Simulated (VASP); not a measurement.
# KBrF3 (R3m) in VASP: relaxation of cell and atoms with r2SCAN

Aim: the relaxation of cell and atoms of KBrF3 with r2SCAN.

All numbers are computed with VASP 6.6.1; they aren't measurements. Logs are shortened: lines on timing, memory, paths and dates and some standing lists are left out, and cuts for length are marked.

## (1) The cell of the first run

Symmetry: R3m, No. 160, trigonal system. The conventional cell has a = 6.110 Å, b = 6.110 Å, c = 8.297 Å, α = 90.00°, β = 90.00°, γ = 120.00°. Within 4.1 Å of K (site symmetry 3m) lie 12 F at 2.99 to 3.66 Å and 7 Br at 3.74 to 4.01 Å. Within 2.2 Å of Br (site symmetry 3m) lie 3 F at 1.65 Å. F (site symmetry m) has 1 Br at 1.65 Å within 2.2 Å.

## (2) Relaxation of cell and atoms, r2SCAN

Input file POSCAR:

```
KBrF3
1.0
    3.0549600000      1.7637790000      2.7657190000
   -3.0549600000      1.7637790000      2.7657190000
    0.0000000000     -3.5275680000      2.7657190000
K Br F
1 1 3
Direct
    0.0000000000      0.0000000000      0.0000000000
    0.4830000000      0.4830000000      0.4830000000
    0.5440000000      0.1160000000      0.5440000000
    0.5440000000      0.5440000000      0.1160000000
    0.1160000000      0.5440000000      0.5440000000
```

Input file INCAR.step1:

```
SYSTEM = KBrF3
PREC = Accurate
ENCUT = 660
ISMEAR = -1
SIGMA = 0.1
LREAL = .False.
LASPH = .True.
NELM = 120
GGA = PE
ALGO = Normal
EDIFF = 1E-5
LWAVE = .True.
LCHARG = .False.
GGA_COMPAT = .False.
IBRION = 2
ISIF = 3
EDIFFG = -0.005
NELMIN = 4
NSW = 100
```

Input file INCAR.step2:

```
SYSTEM = KBrF3
PREC = Accurate
ENCUT = 660
EDIFF = 1E-7
ISMEAR = -1
SIGMA = 0.1
LREAL = .False.
LASPH = .True.
NELM = 120
ALGO = Normal
ISIF = 3
LWAVE = .False.
LCHARG = .False.
METAGGA = R2SCAN
LMIXTAU = .True.
IBRION = 2
NSW = 60
EDIFFG = -0.03
ISTART = 1
GGA_COMPAT = .False.
NELMIN = 4
```

Input file KPOINTS:

```
Automatic mesh
0
Gamma
  6 6 6
  0 0 0
```

Potentials or basis: VASP PAW PBE potentials, release 64 (K_sv, Br, F).

Run with:

```sh
$ cat potpaw_PBE.64/K_sv/POTCAR potpaw_PBE.64/Br/POTCAR potpaw_PBE.64/F/POTCAR > POTCAR
$ cp INCAR.step1 INCAR
$ mpirun -np 1 vasp_std > vasp.out
$ cp INCAR.step2 INCAR
$ mpirun -np 1 vasp_std > vasp.out
```

OUTCAR:

```text
SYSTEM = KBrF3
   PREC = Accurate
   ENCUT = 660
   EDIFF = 1E-7
   ISMEAR = -1
   LREAL = .False.
   LASPH = .True.
   NELM = 120
   ISIF = 3
   METAGGA = R2SCAN
   IBRION = 2
   NSW = 60
   EDIFFG = -0.03
   ISTART = 1
   NELMIN = 4

 ion  position               nearest neighbor table
   1  0.000  0.000  0.000-
   2  0.483  0.483  0.483-   3 1.65   5 1.65   4 1.65
   3  0.544  0.116  0.544-   2 1.65
   4  0.544  0.544  0.116-   2 1.65
   5  0.116  0.544  0.544-   2 1.65

  LATTYP: Found a trigonal (rhomboedric) cell.
 ALAT       =     4.4825102955
 COS(alpha) =     0.0710369060

  Lattice vectors:

 A1 = (   3.0549600000,   1.7637790000,   2.7657190000)
 A2 = (  -3.0549600000,   1.7637790000,   2.7657190000)
 A3 = (   0.0000000000,  -3.5275680000,   2.7657190000)

Analysis of symmetry for initial positions (statically):
=====================================================================
 Subroutine PRICEL returns:
 Original cell was already a primitive cell.

 Routine SETGRP: Setting up the symmetry group for a
 trigonal (rhombohedral) supercell.

 Subroutine GETGRP returns: Found  6 space group operations
 (whereof  6 operations were pure point group operations)
 out of a pool of 12 trial point group operations.

The static configuration has the point symmetry C_3v.

Analysis of symmetry for dynamics (positions and initial velocities):
=====================================================================
 Subroutine PRICEL returns:
 Original cell was already a primitive cell.

 Routine SETGRP: Setting up the symmetry group for a
 trigonal (rhombohedral) supercell.

 Subroutine GETGRP returns: Found  6 space group operations
 (whereof  6 operations were pure point group operations)
 out of a pool of 12 trial point group operations.

The dynamic configuration has the point symmetry C_3v.

 Subroutine INISYM returns: Found  6 space group operations
 (whereof  6 operations are pure point group operations),
 and found     1 'primitive' translations

----------------------------------------------------------------------------------------

                                     Primitive cell

  volume of cell :      89.4149

  direct lattice vectors                    reciprocal lattice vectors
     3.054960000  1.763779000  2.765719000     0.163668264  0.094493897  0.120523324
    -3.054960000  1.763779000  2.765719000    -0.163668264  0.094493897  0.120523324
[... 106 lines left out ...]
   ISMEAR =    -1;   SIGMA  =   0.10  broadening in eV -4-tet -1-fermi 0-gaus
   EFERMI_NEDOS =   21; number of points for ismear=-14 and -15
   IALGO  =     38    algorithm
   IMIX   =      4    mixing-type and parameters
     AMIX     =   0.40;   BMIX     =  1.00
     AMIX_MAG =   1.60;   BMIX_MAG =  1.00
  volume/ion in A,a.u.               =      17.88       120.68
  Fermi-wavevector in a.u.,A,eV,Ry     =   1.219941  2.305354 20.248950  1.488256
  Thomas-Fermi vector in A             =   2.355176
   LORBIT       =      0    0 simple, 1 ext, 2 COOP (PROOUT), +10 PAW based schemes
   METAGGA = R2SCAN    functional components
   LHFCALC =     F    Hartree Fock is set to
   AEXX    =    0.0000 exact exchange contribution
   IVDW    =     0    specifies the selected vdW correction
   LEPSILON=     F    determine dielectric tensor
   LRPA    =     F    only Hartree local field effects (RPA)
 conjugate gradient relaxation of ions
 non-spin polarized calculation
  energy-cutoff  :      660.00
  volume of cell :       89.41
 maximum number of plane-waves:      3470
 NGX is ok and might be reduce to    40
   NGX = 19   NGY = 19   NGZ = 19

--------------------------------------- Ionic step        1  -------------------------------------------

 number of electron      37.0000015 magnetization

 Free energy of the ion-electron system (eV)
  ---------------------------------------------------
  ext. energy  EPLUGINS =         0.00000000
  ---------------------------------------------------
  free energy    TOTEN  =       -27.10966173 eV

  energy without entropy =      -27.04151979  energy(sigma->0) =      -27.07559076

------------------------ aborting loop because EDIFF is reached ----------------------------------------

  FORCE on cell =-STRESS in cart. coord.  units (eV):
  Direction    XX          YY          ZZ          XY          YZ          ZX
  --------------------------------------------------------------------------------------
  -------------------------------------------------------------------------------------
  Total       26.8814819     26.8814927      9.7126094      0.0000000     -0.0000117      0.0000000
  in kB      481.6748475    481.6750414    174.0350350      0.0000000     -0.0002098      0.0000000
  external PRESSURE =     379.1283080 kB  Pullay stress =       0.0000000 kB
[... 98 lines left out ...]
  FREE ENERGIE OF THE ION-ELECTRON SYSTEM (eV)
  ---------------------------------------------------
  free  energy   TOTEN  =       -33.4291902477 eV

  energy  without entropy=      -33.3396423233  energy(sigma->0) =      -33.38441629

 E-fermi :   0.0441     XC(G=0):  -8.9408

 val. band max:       -0.3683865492   @ k =   0.3333   0.3333   0.3333
 cond. band min:       0.5033734174   @ k =   0.5000   0.1667   0.1667
 fundamental gap:      0.8717599666
 Fermi energy:         0.0440828848

 k-point     1 :       0.0000    0.0000    0.0000
  band No.  band energies     occupation
      1     -30.2922      2.00000
      2     -24.2448      2.00000
      3     -23.6843      2.00000
      4     -23.6843      2.00000
      5     -15.2402      2.00000
      6     -12.9887      2.00000
[... 589 lines left out ...]
     21       7.3819      0.00000
     22       8.2949      0.00000

 [... further k-points ...]

[... ionic steps 4 to 36 ...]

--------------------------------------- Ionic step       37  -------------------------------------------

 number of electron      37.0000013 magnetization

------------------------ aborting loop because EDIFF is reached ----------------------------------------
[... 73 lines left out ...]
--------------------------------------- Ionic step       39  -------------------------------------------

 number of electron      37.0000012 magnetization

 Free energy of the ion-electron system (eV)
  ---------------------------------------------------
  ext. energy  EPLUGINS =         0.00000000
  ---------------------------------------------------
  free energy    TOTEN  =       -35.47353736 eV

  energy without entropy =      -35.46635114  energy(sigma->0) =      -35.46994425

 E-fermi :  -0.1561     XC(G=0):  -8.9570

 val. band max:       -0.3874548681   @ k =   0.3333   0.3333   0.3333
 cond. band min:       0.2091309837   @ k =   0.5000   0.1667   0.1667
 fundamental gap:      0.5965858518
 Fermi energy:        -0.1561267699

 k-point     1 :       0.0000    0.0000    0.0000
  band No.  band energies     occupation
      1     -30.1226      2.00000
      2     -24.2481      2.00000
      3     -23.6722      2.00000
      4     -23.6722      2.00000
      5     -15.3887      2.00000
      6     -12.8367      2.00000
[... 623 lines left out ...]
  FREE ENERGIE OF THE ION-ELECTRON SYSTEM (eV)
  ---------------------------------------------------
  free  energy   TOTEN  =       -35.4735373614 eV

  energy  without entropy=      -35.4663511393  energy(sigma->0) =      -35.46994425

 reached required accuracy - stopping structural energy minimisation
```

OUTCAR.step1:

```text
SYSTEM = KBrF3
   PREC = Accurate
   ENCUT = 660
   ISMEAR = -1
   LREAL = .False.
   LASPH = .True.
   NELM = 120
   GGA = PE
   EDIFF = 1E-5
   IBRION = 2
   ISIF = 3
   EDIFFG = -0.005
   NELMIN = 4
   NSW = 100
[... 1019 lines left out ...]
 fundamental gap:      0.9062697992
 Fermi energy:        -0.1188755842

 k-point     1 :       0.0000    0.0000    0.0000
  band No.  band energies     occupation
      1     -29.0162      2.00000
      2     -22.6590      2.00000
      3     -22.1408      2.00000
      4     -22.1407      2.00000
      5     -14.7702      2.00000
      6     -12.4789      2.00000
[... 623 lines left out ...]
  FREE ENERGIE OF THE ION-ELECTRON SYSTEM (eV)
  ---------------------------------------------------
  free  energy   TOTEN  =       -14.9432639557 eV

  energy  without entropy=      -14.9370554418  energy(sigma->0) =      -14.94015970

 reached required accuracy - stopping structural energy minimisation
```

OSZICAR.step1:

```text
N       E                     dE             d eps       ncg     rms          rms(c)
DAV:   1     0.354455889421E+03    0.35446E+03   -0.22304E+04  1408   0.189E+03
DAV:   2     0.163795620427E+02   -0.33808E+03   -0.33350E+03  1876   0.421E+02
DAV:   3    -0.780168289036E+01   -0.24181E+02   -0.23711E+02  1774   0.103E+02
DAV:   4    -0.861590533226E+01   -0.81422E+00   -0.81098E+00  2462   0.164E+01
[... 482 lines left out ...]
       N       E                     dE             d eps       ncg     rms          rms(c)
DAV:   1    -0.149433226062E+02   -0.75667E-04   -0.51627E-02  1408   0.165E+00    0.104E-01
DAV:   2    -0.149433091162E+02    0.13490E-04   -0.12566E-03  1624   0.281E-01    0.532E-02
DAV:   3    -0.149432727587E+02    0.36357E-04   -0.45644E-05  1744   0.575E-02    0.245E-02
DAV:   4    -0.149432639557E+02    0.88030E-05   -0.17407E-05  1028   0.388E-02
  68 F= -.14943264E+02 E0= -.14940160E+02  d E =-.280145E-04
```

It took 1.7 h on 1 thread of Intel Xeon 6975P-C (Granite Rapids), shared host; peak memory 0.36 GiB.

Results:

```
Free energy                           : -35.4735 eV
Relaxed volume                        : 18.22 Å³/atom
Relaxed cell                          : a = 4.550 Å, b = 4.550 Å, c = 4.550 Å, α = 81.09°, β = 81.09°, γ = 81.09°
Space group after relaxing (to 0.1 Å) : R3m (No. 160)
Energy gained by relaxing             : 1672.8 meV/atom
Ionic steps                           : 39
Pressure after relaxing               : 0.0 GPa
Largest force after relaxing          : 0.027 eV/Å
Band gap on the k mesh                : zero (an odd number of electrons rules out a gap without spin polarisation)
```

Forces on the atoms (eV/Å):
```
K    0.000  0.000 -0.005
Br   0.000  0.000 -0.021
F   -0.022  0.013  0.009
F    0.000 -0.026  0.009
F    0.022  0.013  0.009
```

The path:
```tsv
step	energy change (eV)	largest force (eV/Å)	pressure (GPa)	volume (Å³)
1	0.0000	16.0350	37.91	89.41
2	-6.0162	1.2151	-4.03	155.10
3	-6.3195	0.7616	-4.85	148.96
4	-6.5440	0.4373	-5.47	144.00
5	-7.7083	0.9648	-5.95	114.69
6	-7.2598	3.7737	1.72	101.57
7	-7.7498	1.2020	-5.38	112.41
8	-7.7564	1.5470	-4.51	110.02
9	-7.7584	1.4623	-4.72	110.55
10	-8.1071	1.2440	-3.39	102.22
11	-8.3108	0.1619	1.91	91.92
12	-8.3045	0.5199	-0.39	93.96
13	-8.3103	0.3852	0.12	93.00
14	-8.3114	0.3081	0.43	92.49
15	-8.3172	0.0666	0.07	93.10
16	-8.3176	0.0840	-0.03	93.30
17	-8.3198	0.0660	-0.10	93.39
18	-8.3244	0.0152	-0.31	93.64
19	-8.3262	0.0764	-0.73	94.12
20	-8.3266	0.0469	-0.59	93.96
21	-8.3285	0.0538	-0.43	93.60
22	-8.3317	0.0744	0.06	92.51
23	-8.3319	0.0821	0.26	92.09
24	-8.3342	0.0812	0.24	92.01
25	-8.3405	0.0803	0.19	91.72
26	-8.3495	0.1287	0.08	90.99
27	-8.3272	0.2620	-0.10	89.02
28	-8.3503	0.1531	0.05	90.78
29	-8.3531	0.1373	-0.14	90.87
30	-8.3532	0.0865	-0.11	90.86
31	-8.3558	0.0766	0.04	90.51
32	-8.3563	0.0763	0.14	90.28
33	-8.3577	0.0731	-0.10	90.74
34	-8.3580	0.0706	-0.27	91.06
35	-8.3587	0.0676	-0.25	91.06
36	-8.3606	0.0566	-0.20	91.07
37	-8.3632	0.0360	-0.09	91.10
38	-8.3616	0.0664	0.20	91.14
39	-8.3639	0.0272	-0.02	91.11
```

Final structure:
```
CELL_PARAMETERS angstrom
2.95781 1.70769 3.00638
-2.95781 1.70769 3.00638
0.00000 -3.41539 3.00638
ATOMIC_POSITIONS crystal
K 0.97815 0.97815 0.97815
Br 0.54962 0.54962 0.54962
F 0.55628 0.04666 0.55628
F 0.55628 0.55628 0.04666
F 0.04666 0.55628 0.55628
```

Levels at points of the mesh, in eV from the Fermi level:
| k point | band 16 | band 17 | band 18 | band 19 | band 20 | band 21 |
| --- | --- | --- | --- | --- | --- | --- |
| (0.00, 0.00, 0.00) | -3.25 | -3.25 | 1.20 | 1.20 | 2.21 | 5.11 |
| (0.50, 0.00, 0.00) | -3.61 | -3.29 | -1.39 | 1.05 | 1.79 | 6.81 |
| (0.50, 0.50, 0.00) | -3.31 | -3.16 | -1.84 | -1.67 | 1.31 | 7.44 |
| (0.50, 0.50, 0.50) | -3.16 | -2.89 | -2.43 | -2.43 | -1.98 | 7.64 |

Caveat: the PAW data sets were made with another functional, which shifts forces and pressure a little; an odd number of electrons without spin polarisation forces a metal; a magnetic or distorted state may lie lower.

The gap in the log of VASP goes by the Fermi energy; the results here count the filled bands.